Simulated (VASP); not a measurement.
Crystal: Ta.

```
CELL_PARAMETERS angstrom
2.90037 0.00000 0.00000
-1.45019 2.51180 0.00000
0.00000 0.00000 5.16627
ATOMIC_POSITIONS crystal
Ta 0.33333 0.66667 0.25000
Ta 0.66667 0.33333 0.75000
```

- Program: VASP 6.6.1
- Task: relaxation of cell and atoms
- Functional: RPBE
- Dispersion: D3(BJ)
- Potentials or basis: VASP PAW PBE potentials, release 64 (Ta_pv)
- Cutoff: 600 eV
- k mesh: 11 × 11 × 5
- Occupations: fermi-dirac, width 0.05 eV
- Spin: no spin polarisation

At the start: pressure -38.3 GPa; volume 18.82 Å³/atom.

**Question.** How do energy, volume and symmetry change on relaxing?

**Answer.** Over 10 steps the energy falls by 456.5 meV/atom and the volume is 15.54 Å³/atom (-17.4 %); space group P6_3/mmc (No. 194, to 0.05 Å).

Step by step:
```
step  energy change (eV)  largest force (eV/Å)  pressure (GPa)  volume (Å³)
   1              0.0000                0.0000          -38.33        37.64
   2              9.1655                0.0000          387.31        18.05
   3             -0.8790                0.0000           -8.29        32.10
   4             -0.9020                0.0000           -3.16        31.48
   5             -0.9060                0.0000            0.14        31.10
   6             -0.9104                0.0000           -0.25        31.07
   7             -0.9129                0.0000           -0.15        31.09
   8             -0.9129                0.0000            0.29        31.04
   9             -0.9130                0.0000            0.10        31.06
  10             -0.9130                0.0000           -0.03        31.07
```

Final structure:
```yaml
crystal:
  lattice:
    - [2.74155, 0.00000, 0.00000]
    - [-1.37077, 2.37425, 0.00000]
    - [0.00000, 0.00000, 4.77363]
  atoms:
    - { symbol: Ta, position: [0.33333, 0.66667, 0.25000] }
    - { symbol: Ta, position: [0.66667, 0.33333, 0.75000] }
```

Caveat: the volume moved by over 15 % at a fixed basis, so the end points are rough; the PAW data sets were made with another functional, which shifts forces and pressure a little; pairwise dispersion overbinds metals, which lowers pressure and volume.
